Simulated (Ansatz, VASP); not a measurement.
**WS2 in VASP and in Ansatz**

```
W S
1.0
     1.57900    0.91164    6.16333
    -1.57900    0.91164    6.16333
     0.00000   -1.82327    6.16333
W S
1 2
Cartesian
  0.0000 0.0000 0.0000
  0.0000 0.0000 13.8730
  0.0000 0.0000 10.7427
```

Alike in both runs: task single point; functional PBE; k mesh 7 × 7 × 7; occupations gaussian, width 0.05 eV; collinear spin; Hubbard terms W d U = 5.0 eV.

|  | VASP | Ansatz |
| --- | --- | --- |
| version | VASP 6.6.1 | Ansatz 0.2.0 |
| potentials or method | VASP PAW PBE potentials, release 64 (W_sv, S), cutoff 520 eV | scalar-relativistic, plane waves, PAW |
| valence electrons in the cell | 26 | 26 |

Ansatz gave:

```
gap on the k mesh at the Fermi level (eV)                     : 1.32
least direct gap on the mesh (eV)                             : 2.24
pressure (GPa)                                                : 5.0
traceless stress, the component that is largest in VASP (GPa) : 0.07
rms of the force components (eV/Å)                            : 0.273
net moment per atom (μB)                                      : 0.00
```

What did VASP give for the same quantities?

gap on the k mesh at the Fermi level (eV): 1.16; least direct gap on the mesh (eV): 2.36; pressure (GPa): 8.9; traceless stress, the component that is largest in VASP (GPa): 0.62; rms of the force components (eV/Å): 0.416; net moment per atom (μB): 0.00.

The programs project onto different local orbitals, so the same U acts differently, and such runs can settle in different states. Atom by atom the forces differ by 0.219 eV/Å (rms over components). Ansatz's warnings: seeded moment not kept.

Neither program's run includes spin-orbit coupling.
